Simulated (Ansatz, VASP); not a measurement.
Two plane-wave programs on Co

```
CELL_PARAMETERS angstrom
2.50740 0.00000 0.00000
-1.25370 2.17147 0.00000
0.00000 0.00000 4.06990
ATOMIC_POSITIONS crystal
Co 0.33333 0.66667 0.25000
Co 0.66667 0.33333 0.75000
```

Alike in both runs: task electric field gradients; functional LDA; k mesh 20 × 20 × 12; occupations gaussian, width 0.05 eV; collinear spin.

|  | VASP | Ansatz |
| --- | --- | --- |
| version | VASP 6.6.1 | Ansatz 0.2.0 |
| potentials or method | VASP PAW LDA potentials, release 64 (Co), cutoff 520 eV | scalar-relativistic, plane waves, PAW |
| valence electrons in the cell | 18 | 34 |

```csv
,VASP,Ansatz,Ansatz less VASP
gap on the k mesh at the Fermi level (eV),none,none,-
pressure (GPa),-22.3,-21.7,+0.57
"traceless stress, the component that is largest in VASP (GPa)",-1.31,-1.13,+0.178
net moment per atom (μB),1.57,1.59,+0.022
size of the moment on the site where the two differ most (μB),1.58,1.65,+0.069
size of Vzz on the site where it differs most (V/Å²),2.4,2.4,-0.09
```

LDA's correlation is that of Perdew and Zunger in VASP and of Perdew and Wang (1992) in Ansatz. Site moments also hang on the region over which each program counts them. A gap of «none» marks a metal or a gap that the smearing closes. VASP's potentials hold 18 valence electrons a cell and Ansatz's 34, so a difference there can come from the potentials and not from the codes.
